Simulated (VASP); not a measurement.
# ZnS (P6_3mc) in VASP: notebook

Runs on ZnS. Level: r2SCAN. Tasks: single point.

Everything below comes from runs of VASP 6.6.1. Logs are shortened: lines on timing, memory, paths and dates and some standing lists are left out, and cuts for length are marked.

**1. The cell of the first run**

Symmetry: P6_3mc, No. 186, hexagonal system. Conventional cell: a = 3.959 Å, b = 3.959 Å, c = 6.246 Å, α = 90.00°, β = 90.00°, γ = 120.00°. Zn (site symmetry 3m) has 4 S at 2.34 to 2.42 Å within 3.1 Å. Within 3.1 Å of S (site symmetry 3m) lie 4 Zn at 2.34 to 2.42 Å.

**2. Single point, r2SCAN (strain +0.040 along x and y, +0.000 along z)**

File POSCAR:

```
ZnS
1.0
    3.9589906172      0.0000000000      0.0000000000
   -1.9794953086      3.4285864478      0.0000000000
    0.0000000000      0.0000000000      6.2457351521
Zn S
2 2
Direct
    0.3333333333      0.6666666667      0.0053880710
    0.6666666667      0.3333333333      0.5053880710
    0.3333333333      0.6666666667      0.3796119290
    0.6666666667      0.3333333333      0.8796119290
```

File INCAR.step1:

```
PREC = Accurate
ENCUT = 520
ISMEAR = 0
SIGMA = 0.05
LREAL = F
LASPH = T
NELM = 80
NBANDS = 26
GGA = PE
ALGO = Normal
EDIFF = 1E-4
LWAVE = T
LCHARG = F
```

File INCAR.step2:

```
PREC = Accurate
ENCUT = 520
EDIFF = 1E-6
ISMEAR = 0
SIGMA = 0.05
LREAL = F
LASPH = T
NELM = 80
ALGO = Normal
ISIF = 2
LWAVE = F
LCHARG = T
METAGGA = R2SCAN
LMIXTAU = T
LELF = T
LVHAR = T
NBANDS = 26
ISTART = 1
```

File KPOINTS:

```
regular mesh
0
Gamma
  6 6 4
```

Potentials or basis: VASP PAW PBE potentials, release 64 (Zn, S).

On the command line:

```console
$ cat potpaw_PBE.64/Zn/POTCAR potpaw_PBE.64/S/POTCAR > POTCAR
$ cp INCAR.step1 INCAR
$ mpirun -np 1 vasp_std > vasp.out
$ cp INCAR.step2 INCAR
$ mpirun -np 1 vasp_std > vasp.out
```

OUTCAR:

```text
PREC = Accurate
   ENCUT = 520
   EDIFF = 1E-6
   ISMEAR = 0
   LREAL = F
   LASPH = T
   NELM = 80
   ISIF = 2
   METAGGA = R2SCAN
   ISTART = 1

 ion  position               nearest neighbor table
   1  0.333  0.667  0.005-   3 2.34   4 2.42   4 2.42   4 2.42
   2  0.667  0.333  0.505-   4 2.34   3 2.42   3 2.42   3 2.42
   3  0.333  0.667  0.380-   1 2.34   2 2.42   2 2.42   2 2.42
   4  0.667  0.333  0.880-   2 2.34   1 2.42   1 2.42   1 2.42

  LATTYP: Found a hexagonal cell.
 ALAT       =     3.9589906172
 C/A-ratio  =     1.5776079703

  Lattice vectors:

 A1 = (   3.9589906172,   0.0000000000,   0.0000000000)
 A2 = (  -1.9794953086,   3.4285864478,   0.0000000000)
 A3 = (   0.0000000000,   0.0000000000,   6.2457351521)

Analysis of symmetry for initial positions (statically):
=====================================================================
 Subroutine PRICEL returns:
 Original cell was already a primitive cell.

 Routine SETGRP: Setting up the symmetry group for a
 hexagonal supercell.

 Subroutine GETGRP returns: Found 12 space group operations
 (whereof  6 operations were pure point group operations)
 out of a pool of 24 trial point group operations.

The static configuration has the point symmetry C_3v.
 The point group associated with its full space group is C_6v.

Analysis of symmetry for dynamics (positions and initial velocities):
=====================================================================
 Subroutine PRICEL returns:
 Original cell was already a primitive cell.

 Routine SETGRP: Setting up the symmetry group for a
 hexagonal supercell.

 Subroutine GETGRP returns: Found 12 space group operations
 (whereof  6 operations were pure point group operations)
 out of a pool of 24 trial point group operations.

The dynamic configuration has the point symmetry C_3v.
 The point group associated with its full space group is C_6v.

 Subroutine INISYM returns: Found 12 space group operations
 (whereof  6 operations are pure point group operations),
 and found     1 'primitive' translations

----------------------------------------------------------------------------------------

                                     Primitive cell

  volume of cell :      84.7780

  direct lattice vectors                    reciprocal lattice vectors
     3.958990617  0.000000000  0.000000000     0.252589636  0.145832694  0.000000000
    -1.979495309  3.428586448  0.000000000     0.000000000  0.291665389  0.000000000
     0.000000000  0.000000000  6.245735152     0.000000000  0.000000000  0.160109255

  length of vectors
     3.958990617  3.958990617  6.245735152     0.291665389  0.291665389  0.160109255

  position of ions in fractional coordinates (direct lattice)
     0.333333333  0.666666667  0.005388071
     0.666666667  0.333333333  0.505388071
     0.333333333  0.666666667  0.379611929
     0.666666667  0.333333333  0.879611929

  ion indices of the primitive-cell ions
   primitive index   ion index
                 1           1
                 2           2
                 3           3
                 4           4

----------------------------------------------------------------------------------------

 KPOINTS: regular mesh

Automatic generation of k-mesh.
 Grid dimensions read from file:
 generate k-points for:    6    6    4

 Generating k-lattice:

  Cartesian coordinates                     Fractional coordinates (reciprocal lattice)
     0.042098273  0.024305449  0.000000000     0.166666667  0.000000000  0.000000000
     0.000000000  0.048610898  0.000000000     0.000000000  0.166666667  0.000000000
     0.000000000  0.000000000  0.040027314     0.000000000  0.000000000  0.250000000

  Length of vectors
     0.048610898  0.048610898  0.040027314

  Shift w.r.t. Gamma in fractional coordinates (k-lattice)
     0.000000000  0.000000000  0.000000000

 Subroutine IBZKPT returns following result:
 ===========================================

 Found     21 irreducible k-points:

 Following reciprocal coordinates:
            Coordinates               Weight
  0.000000  0.000000  0.000000      1.000000
  0.166667 -0.000000  0.000000      6.000000
  0.333333 -0.000000  0.000000      6.000000
  0.500000 -0.000000  0.000000      3.000000
  0.166667  0.166667  0.000000      6.000000
  0.333333  0.166667  0.000000     12.000000
[... 13 lines left out ...]
  0.333333  0.166667  0.500000     12.000000
  0.333333  0.333333  0.500000      2.000000
   k-points           NKPTS =     21   k-points in BZ     NKDIM =     21   number of bands    NBANDS=     26
   number of dos      NEDOS =    301   number of ions     NIONS =      4
   total plane-waves  NPLWV =  43200
   dimension x,y,z NGX =    30 NGY =   30 NGZ =   48
   dimension x,y,z NGXF=    60 NGYF=   60 NGZF=   96
   ions per type =               2   2
   NGX,Y,Z   is equivalent  to a cutoff of  12.60, 12.60, 12.78 a.u.
   NGXF,Y,Z  is equivalent  to a cutoff of  25.20, 25.20, 25.55 a.u.
 SYSTEM =  unknown system
   PREC   = accura    normal or accurate (medium, high low for compatibility)
   ISTART =      1    job   : 0-new  1-cont  2-samecut
   ICHARG =      0    charge: 1-file 2-atom 10-const
   ISPIN  =      1    spin polarized calculation?
   LNONCOLLINEAR =      F non collinear calculations
   LSORBIT =      F    spin-orbit coupling
   LASPH  =      T    aspherical Exc in radial PAW
   ENCUT  =  520.0 eV  38.22 Ry    6.18 a.u.   7.36  7.36 11.61*2*pi/ulx,y,z
   NELM   =     80;   NELMIN=  2; NELMDL=  0     # of ELM steps
   EDIFF  = 0.1E-05   stopping-criterion for ELM
   LREAL  =      F    real-space projection
   EDIFFG = 0.1E-04   stopping-criterion for IOM
   NSW    =      0    number of steps for IOM
   IBRION =     -1    ionic relax: 0-MD 1-quasi-New 2-CG
   NFREE  =      0    steps in history (QN), initial steepest desc. (CG)
   ISIF   =      2    stress and relaxation
   ISYM   =      2    0-nonsym 1-usesym 2-fastsym
   POTIM  = 0.5000    time-step for ionic-motion
   TEBEG  =    0.0;   TEEND  =   0.0 temperature during run
   PSTRESS=    0.0 pullay stress
   NELECT =      36.0000    total number of electrons
   NUPDOWN=      -1.0000    fix difference up-down
   EMIN   =  10.00;   EMAX   =-10.00  energy-range for DOS
   EFERMI =   0.00;   METHOD = LEGACY
   ISMEAR =     0;   SIGMA  =   0.05  broadening in eV -4-tet -1-fermi 0-gaus
   EFERMI_NEDOS =   21; number of points for ismear=-14 and -15
   IALGO  =     38    algorithm
   IMIX   =      4    mixing-type and parameters
     AMIX     =   0.40;   BMIX     =  1.00
     AMIX_MAG =   1.60;   BMIX_MAG =  1.00
  volume/ion in A,a.u.               =      21.19       143.03
  Fermi-wavevector in a.u.,A,eV,Ry     =   1.230499  2.325306 20.600961  1.514128
  Thomas-Fermi vector in A             =   2.365345
   LORBIT       =      0    0 simple, 1 ext, 2 COOP (PROOUT), +10 PAW based schemes
   METAGGA = R2SCAN    functional components
   LHFCALC =     F    Hartree Fock is set to
   AEXX    =    0.0000 exact exchange contribution
   IVDW    =     0    specifies the selected vdW correction
   LEPSILON=     F    determine dielectric tensor
   LRPA    =     F    only Hartree local field effects (RPA)
 non-spin polarized calculation
 Gauss-broadening in eV      SIGMA  =   0.05
  energy-cutoff  :      520.00
  volume of cell :       84.78
 maximum number of plane-waves:      2321
 NGX is ok and might be reduce to    30
   NGX = 15   NGY = 15   NGZ = 23

 number of electron      35.9999972 magnetization

 Free energy of the ion-electron system (eV)
  ---------------------------------------------------
  ext. energy  EPLUGINS =         0.00000000
  ---------------------------------------------------
  free energy    TOTEN  =       -37.57920123 eV

  energy without entropy =      -37.57920123  energy(sigma->0) =      -37.57920123

 E-fermi :   1.4645     XC(G=0):  -9.9155

 val. band max:        1.1963546423   @ k =   0.0000   0.0000   0.0000
 cond. band min:       3.6418121513   @ k =   0.0000   0.0000   0.0000
 fundamental gap:      2.4454575090
 Fermi energy:         1.4644947110

 k-point     1 :       0.0000    0.0000    0.0000
  band No.  band energies     occupation
      1     -12.0086      2.00000
      2     -11.1067      2.00000
      3      -5.0680      2.00000
      4      -5.0234      2.00000
      5      -5.0234      2.00000
      6      -4.9347      2.00000
[... 18 lines left out ...]
     25       9.3576      0.00000
     26      10.9089      0.00000

 k-point     2 :       0.1667   -0.0000    0.0000
  band No.  band energies     occupation
      1     -11.8525      2.00000
      2     -11.0360      2.00000
      3      -5.0452      2.00000
      4      -5.0113      2.00000
      5      -4.9959      2.00000
      6      -4.9120      2.00000
[... 18 lines left out ...]
     25       9.9082      0.00000
     26      10.1092      0.00000

 k-point     3 :       0.3333   -0.0000    0.0000
  band No.  band energies     occupation
      1     -11.4803      2.00000
      2     -10.9214      2.00000
      3      -5.0147      2.00000
      4      -4.9525      2.00000
      5      -4.9366      2.00000
      6      -4.8159      2.00000
[... 18 lines left out ...]
     25      10.5354      0.00000
     26      11.1903      0.00000

 k-point     4 :       0.5000   -0.0000    0.0000
  band No.  band energies     occupation
      1     -11.2242      2.00000
      2     -10.9151      2.00000
      3      -5.0068      2.00000
      4      -4.9380      2.00000
      5      -4.8076      2.00000
      6      -4.8043      2.00000
[... 18 lines left out ...]
     25      10.7560      0.00000
     26      12.9156      0.00000
[... 409 lines left out ...]
      1     -11.2744      2.00000
      2     -11.2744      2.00000
      3      -4.9943      2.00000
      4      -4.9943      2.00000
      5      -4.9132      2.00000
      6      -4.9132      2.00000
[... 18 lines left out ...]
     25       9.9604      0.00000
     26       9.9604      0.00000

 k-point    20 :       0.3333    0.1667    0.5000
  band No.  band energies     occupation
      1     -11.0626      2.00000
      2     -11.0626      2.00000
      3      -4.9731      2.00000
      4      -4.9731      2.00000
      5      -4.8570      2.00000
      6      -4.8570      2.00000
[... 18 lines left out ...]
     25      10.5675      0.00000
     26      10.5675      0.00000

 k-point    21 :       0.3333    0.3333    0.5000
  band No.  band energies     occupation
      1     -10.9904      2.00000
      2     -10.9904      2.00000
      3      -4.9371      2.00000
      4      -4.9371      2.00000
      5      -4.8641      2.00000
      6      -4.8641      2.00000
[... 18 lines left out ...]
     25      11.3298      0.00000
     26      11.3298      0.00000

------------------------ aborting loop because EDIFF is reached ----------------------------------------

  FORCE on cell =-STRESS in cart. coord.  units (eV):
  Direction    XX          YY          ZZ          XY          YZ          ZX
  --------------------------------------------------------------------------------------
  -------------------------------------------------------------------------------------
  Total       -3.4177425     -3.4177425     -1.0501759      0.0000000      0.0000000      0.0000000
  in kB      -64.5902223    -64.5902223    -19.8467547      0.0000000      0.0000000      0.0000000
  external PRESSURE =     -49.6757331 kB  Pullay stress =       0.0000000 kB

 VOLUME and BASIS-vectors are now :
 -----------------------------------------------------------------------------
  energy-cutoff  :      520.00
  volume of cell :       84.78
      direct lattice vectors                 reciprocal lattice vectors
     3.958990617  0.000000000  0.000000000     0.252589636  0.145832694  0.000000000
    -1.979495309  3.428586448  0.000000000     0.000000000  0.291665389  0.000000000
     0.000000000  0.000000000  6.245735152     0.000000000  0.000000000  0.160109255

 POSITION                                       TOTAL-FORCE (eV/Angst)
 -----------------------------------------------------------------------------------
     -0.00000      2.28572      0.03365         0.000000      0.000000     -0.186958
      1.97950      1.14286      3.15652        -0.000000      0.000000     -0.186958
     -0.00000      2.28572      2.37096         0.000000     -0.000000      0.186958
      1.97950      1.14286      5.49382        -0.000000      0.000000      0.186958
 -----------------------------------------------------------------------------------
    total drift:                               -0.000001     -0.000001      0.016231

  FREE ENERGIE OF THE ION-ELECTRON SYSTEM (eV)
  ---------------------------------------------------
  free  energy   TOTEN  =       -37.5792012281 eV

  energy  without entropy=      -37.5792012281  energy(sigma->0) =      -37.57920123
```

Wall time 82 s (1 thread of Intel Xeon 6975P-C (Granite Rapids), shared host); peak memory 0.22 GiB.

Results:

```yaml
Free_energy: -37.5792 eV
Pressure: -5.0 GPa
Largest_force: 0.187 eV/Å
Band_gap_on_the_k_mesh: 2.45 eV
```

Forces on the atoms (eV/Å):
```
Zn   0.000  0.000 -0.187
Zn   0.000  0.000 -0.187
S    0.000  0.000  0.187
S    0.000  0.000  0.187
```

Caveat: the cell differs from its parent crystal (strain +0.040 along x and y, +0.000 along z); the cell stands under tension; the PAW data sets were made with another functional, which shifts forces and pressure a little.

(Part 1 of 2 ends here.)
